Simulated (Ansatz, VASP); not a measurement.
Two plane-wave programs on Al2O3

Contents of INCAR:

```
  ALGO = Normal
  EDIFF = 1E-6
  ENCUT = 520
  GGA = RE
  ISIF = 2
  ISMEAR = -1
  LASPH = True
  LCHARG = False
  LREAL = False
  LWAVE = False
  NBANDS = 35
  NELM = 60
  PREC = Accurate
  SIGMA = 0.05
```

Contents of KPOINTS:

```
k-points
0
Gamma
  7 7 7
```

POSCAR

```
Al2O3
1.0
    2.3802500000      1.3742379782      4.3318666667
   -2.3802500000      1.3742379782      4.3318666667
    0.0000000000     -2.7484759565      4.3318666667
Al O
4 6
Direct
    0.8521600000      0.8521600000      0.8521600000
    0.6478400000      0.6478400000      0.6478400000
    0.1478400000      0.1478400000      0.1478400000
    0.3521600000      0.3521600000      0.3521600000
    0.0566800000      0.7500000000      0.4433200000
    0.7500000000      0.4433200000      0.0566800000
    0.4433200000      0.0566800000      0.7500000000
    0.9433200000      0.2500000000      0.5566800000
    0.2500000000      0.5566800000      0.9433200000
    0.5566800000      0.9433200000      0.2500000000
```

The input input.yaml:

```yaml
crystal:
  lattice:
    - [2.38025, 1.3742379782, 4.3318666667]
    - [-2.38025, 1.3742379782, 4.3318666667]
    - [0.0, -2.7484759565, 4.3318666667]
  atoms:
    - { symbol: Al, position: [0.85216, 0.85216, 0.85216] }
    - { symbol: Al, position: [0.64784, 0.64784, 0.64784] }
    - { symbol: Al, position: [0.14784, 0.14784, 0.14784] }
    - { symbol: Al, position: [0.35216, 0.35216, 0.35216] }
    - { symbol: O, position: [0.05668, 0.75, 0.44332] }
    - { symbol: O, position: [0.75, 0.44332, 0.05668] }
    - { symbol: O, position: [0.44332, 0.05668, 0.75] }
    - { symbol: O, position: [0.94332, 0.25, 0.55668] }
    - { symbol: O, position: [0.25, 0.55668, 0.94332] }
    - { symbol: O, position: [0.55668, 0.94332, 0.25] }
hamiltonian:
  xc: revpbe
  pseudopotentials: { kind: paw }
kpoints:
  mp_grid: { grid: [7, 7, 7] }
scf:
  occupations: { method: fermi_dirac, width: 0.05 }
output:
  forces: true
  stress: true
  eigenvalues: true
```

Alike in both runs: task single point; functional revPBE; k mesh 7 × 7 × 7; occupations fermi-dirac, width 0.05 eV; no spin polarisation.

|  | VASP | Ansatz |
| --- | --- | --- |
| version | VASP 6.6.1 | Ansatz 0.2.0 |
| potentials or method | VASP PAW PBE potentials, release 64 (Al, O) | Ansatz PAW |
| plane-wave cutoff (eV) | 520 | 420 |
| valence electrons in the cell | 48 | 48 |

|  | VASP | Ansatz | Ansatz less VASP |
| --- | --- | --- | --- |
| gap on the k mesh at the Fermi level (eV) | 6.29 | 6.29 | -0.001 |
| least direct gap on the mesh (eV) | 6.29 | 6.29 | -0.001 |
| pressure (GPa) | 10.8 | 11.3 | +0.53 |
| traceless stress, the component that is largest in VASP (GPa) | -0.45 | -0.47 | -0.014 |
| rms of the force components (eV/Å) | 0.012 | 0.014 | +0.0027 |

VASP's potentials were made for PBE, not for revPBE. Atom by atom the forces differ by 0.003 eV/Å (rms over components). With one functional, cell and mesh, what is left measures potentials, basis and numerics.

Noted on Ansatz's run: odd divisions of the mesh miss points on the zone boundary, where band edges often lie, so the gap on the mesh can be too wide.
